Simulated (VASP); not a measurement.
CoPtO2: single point with PBEsol

CoPtO2, a slab with vacuum:

```
CELL_PARAMETERS angstrom
2.81018 0.00000 0.00000
-1.40509 2.43369 0.00000
0.00000 0.00000 24.81154
ATOMIC_POSITIONS crystal
O 0.00000 0.00000 0.30228
O 0.66667 0.33333 0.37992
O 0.66667 0.33333 0.54003
O 0.33333 0.66667 0.61767
Co 0.33333 0.66667 0.34110
Co 0.00000 0.00000 0.57885
Pt 0.66667 0.33333 0.45997
Pt 0.33333 0.66667 0.69772
```

```json
{"Program": "VASP 6.6.1", "Task": "single point", "Functional": "PBEsol", "Potentials or basis": "VASP PAW PBE potentials, release 64 (O, Co_sv, Pt_sv_GW)", "Cutoff": "520 eV", "k mesh": "12 × 12 × 1", "Occupations": "gaussian, width 0.1 eV", "Spin": "no spin polarisation", "Dipole correction": "yes", "Further INCAR settings": "ALGO = Normal; EDIFF = 1e-06; NBANDS = 57; NELMDL = -8"}
```

```yaml
Largest_force: 1.614 eV/Å
Band_gap_on_the_k_mesh: zero (bands 47 and 48 overlap by 0.80 eV)
```

Forces on the atoms (eV/Å):
```
O    0.000  0.000  1.295
O    0.000  0.000  0.293
O    0.000  0.000 -0.072
O    0.000  0.000 -0.556
Co   0.000  0.000 -1.614
Co   0.000  0.000  0.093
Pt   0.000  0.000 -0.177
Pt   0.000  0.000  0.739
```

Levels at points of the mesh, in eV from the Fermi level:
```csv
k point,band 43,band 44,band 45,band 46,band 47,band 48,band 49,band 50,band 51,band 52
"(0.00, 0.00, 0.00)",-1.30,-1.14,-1.14,-0.70,-0.70,-0.46,-0.03,1.72,1.72,2.51
"(0.50, 0.00, 0.00)",-0.68,-0.35,-0.11,-0.07,0.35,0.82,1.56,1.58,2.22,2.34
```

It took 20 min on 1 thread of AMD EPYC 9R45 96-Core Processor (Zen 5) (shared host), peak memory 0.39 GiB.

Caveat: the PAW data sets were made with another functional, which shifts forces and pressure a little; spin-orbit coupling is left out, which moves the levels of the heavy elements; the run has no spin polarisation, though such a crystal can be magnetic; semilocal functionals often make such compounds metallic where correlation or magnetic order opens a gap, which also shifts bond lengths. With open d or f shells a metallic result of PBEsol can be an artefact of self-interaction; +U or a hybrid may open a gap.
